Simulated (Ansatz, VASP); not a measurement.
Ge in VASP and in Ansatz

INCAR

```
SYSTEM = Ge
ALGO = Normal
DIPOL = 0.5 0.5 0.368
EDIFF = 1E-6
ENCUT = 520
GGA = PE
IDIPOL = 3
ISIF = 2
ISMEAR = 0
IVDW = 12
LASPH = .True.
LCHARG = .True.
LDIPOL = .True.
LELF = .True.
LREAL = .False.
LVACPOTAV = .True.
LVHAR = .True.
LWAVE = .False.
NBANDS = 36
NELM = 100
PREC = Accurate
SIGMA = 0.1
```

KPOINTS

```
k-points
0
Gamma
  9 9 1
  0 0 0
```

The input POSCAR:

```
Ge
1.0
    4.0226895460      0.0000000000      0.0000000000
   -2.0113447730      3.4837513384      0.0000000000
    0.0000000000      0.0000000000     18.8685220369
Ge
4
Direct
    0.3333333333      0.6666666667      0.2747571330
    0.6666666667      0.3333333333      0.2384924474
    0.5555555556      0.4444444444      0.4965159443
    0.8888888889      0.1111111111      0.4602512588
```

Input for Ansatz:

```yaml
crystal:
  lattice:
    - [4.022689546, 0.0, 0.0]
    - [-2.011344773, 3.4837513384, 0.0]
    - [0.0, 0.0, 18.8685220369]
  atoms:
    - { symbol: Ge, position: [0.3333333333, 0.6666666667, 0.274757133] }
    - { symbol: Ge, position: [0.6666666667, 0.3333333333, 0.2384924474] }
    - { symbol: Ge, position: [0.5555555556, 0.4444444444, 0.4965159443] }
    - { symbol: Ge, position: [0.8888888889, 0.1111111111, 0.4602512588] }
basis:
  ecutwfc: 420
kpoints:
  mp_grid: { grid: [9, 9, 1] }
hamiltonian:
  xc: pbe
  pseudopotentials: { kind: paw, azcp: { folder: soft_1 } }
  dispersion: d3bj
scf:
  occupations: { method: gaussian, width: 0.1 }
output:
  forces: true
  eigenvalues: true
efield:
  axis: 3
  dipole_correction: true
  ramp_width: 0.04
```

Alike in both runs: task single point; functional PBE; dispersion D3(BJ); k mesh 9 × 9 × 1; occupations gaussian, width 0.1 eV; no spin polarisation.

|  | VASP | Ansatz |
| --- | --- | --- |
| version | VASP 6.6.1 | Ansatz 0.2.0 |
| potentials or method | VASP PAW PBE potentials, release 64 (Ge_d), cutoff 520 eV | scalar-relativistic, plane waves, PAW |
| valence electrons in the cell | 56 | 56 |

|  | VASP | Ansatz | Ansatz less VASP |
| --- | --- | --- | --- |
| gap on the k mesh at the Fermi level (eV) | 0.52 | 0.52 | 0.000 |
| least direct gap on the mesh (eV) | 0.57 | 0.57 | 0.000 |
| rms of the force components (eV/Å) | 0.067 | 0.067 | -0.0001 |

Atom by atom the forces differ by 0.001 eV/Å (rms over components).
